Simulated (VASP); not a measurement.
# Li3F2: single point with PBE

Li3F2:

```
CELL_PARAMETERS angstrom
1.92824 -2.37207 0.00000
1.92824 2.37207 0.00000
-1.92823 0.00000 6.34340
ATOMIC_POSITIONS crystal
Li 0.01529 0.98471 0.00000
Li 0.27723 0.37237 0.64958
Li 0.62763 0.72277 0.35042
F 0.86894 0.78909 0.65804
F 0.21091 0.13106 0.34196
```

The cell was generated, and may not be a known phase.

- Program: VASP 6.6.1
- Task: single point
- Functional: PBE
- Potentials or basis: VASP PAW PBE potentials, release 64 (Li_sv, F)
- Cutoff: 520 eV
- k mesh: 6 × 6 × 6
- Occupations: gaussian, width 0.1 eV
- Spin: no spin polarisation
- Dipole correction: no
- Further INCAR settings: ALGO = Normal; EDIFF = 1e-06; NBANDS = 20

```json
{
 "Largest force": "0.007 eV/Å",
 "Band gap on the k mesh": "zero (an odd number of electrons rules out a gap without spin polarisation)"
}
```

Forces on the atoms (eV/Å):
```
Li   0.000  0.000  0.000
Li   0.000 -0.003  0.006
Li   0.000 -0.003 -0.006
F   -0.001  0.003  0.001
F    0.001  0.003 -0.001
```

Levels at points of the mesh, in eV from the Fermi level:
```csv
k point,band 9,band 10,band 11,band 12,band 13,band 14
"(0.00, 0.00, 0.00)",-6.24,-6.23,-6.00,-1.55,2.72,4.62
"(0.50, 0.00, 0.00)",-6.57,-6.20,-6.19,0.11,3.06,4.61
"(0.00, 0.50, 0.50)",-6.57,-6.20,-6.19,0.11,3.06,4.61
"(0.50, 0.50, 0.00)",-6.92,-6.87,-6.39,2.10,3.94,4.87
"(0.00, 0.00, 0.50)",-6.24,-6.23,-6.00,-1.24,1.72,6.25
"(0.50, 0.50, 0.50)",-6.91,-6.90,-6.33,2.15,4.11,4.85
```

Run time: 25 s on 1 thread of Intel(R) Xeon(R) 6975P-C (Granite Rapids) (shared host), peak memory 0.19 GiB.
